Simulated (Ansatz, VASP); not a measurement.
**One calculation of TaN, two programs**

The input INCAR:

```
SYSTEM = TaN
  PREC = Accurate
  ENCUT = 520
  EDIFF = 1E-6
  ISMEAR = 0
  SIGMA = 0.15
  LREAL = .FALSE.
  LASPH = .TRUE.
  NELM = 100
  ALGO = Normal
  ISIF = 2
  LWAVE = .FALSE.
  LCHARG = .FALSE.
  GGA = PS
  NBANDS = 15
```

File KPOINTS:

```
regular mesh
0
G
  18 18 18
  0 0 0
```

POSCAR

```
TaN
1.0
    0.0000000000      2.2334750000      2.1790000000
    2.2334750000      0.0000000000      2.1790000000
    2.2334750000      2.2334750000      0.0000000000
Ta N
1 1
Direct
    0.5000000000      0.5000000000      0.5000000000
    0.0000000000      0.0000000000      0.0000000000
```

Input for Ansatz:

```yaml
crystal:
  lattice:
    - [0.0, 2.233475, 2.179]
    - [2.233475, 0.0, 2.179]
    - [2.233475, 2.233475, 0.0]
  atoms:
    - { symbol: Ta, position: [0.5, 0.5, 0.5] }
    - { symbol: "N", position: [0.0, 0.0, 0.0] }
basis:
  ecutwfc: 420
kpoints:
  mp_grid: { grid: [18, 18, 18] }
hamiltonian:
  xc: pbesol
scf:
  occupations: { method: gaussian, width: 0.15 }
output:
  forces: true
  stress: true
  eigenvalues: true
```

Change from the starting cell: strain +0.025 along x and y, +0.000 along z, atoms carried along.

Alike in both runs: task single point; functional PBEsol; k mesh 18 × 18 × 18; occupations gaussian, width 0.15 eV; no spin polarisation.

|  | VASP | Ansatz |
| --- | --- | --- |
| version | VASP 6.6.1 | Ansatz 0.2.0 |
| potentials or method | VASP PAW PBE potentials, release 64 (Ta_pv, N), cutoff 520 eV | scalar-relativistic, plane waves, PAW |
| valence electrons in the cell | 16 | 18 |

|  | VASP | Ansatz | Ansatz less VASP |
| --- | --- | --- | --- |
| gap on the k mesh at the Fermi level (eV) | none | none | - |
| pressure (GPa) | -10.9 | -11.8 | -0.82 |
| traceless stress, the component that is largest in VASP (GPa) | 9.11 | 9.02 | -0.085 |

VASP's potentials were made for PBE, not for PBEsol. A gap of «none» marks a metal or a gap that the smearing closes. VASP's potentials hold 16 valence electrons a cell and Ansatz's 18, so a difference there can come from the potentials and not from the codes.

Neither program's run includes spin-orbit coupling.
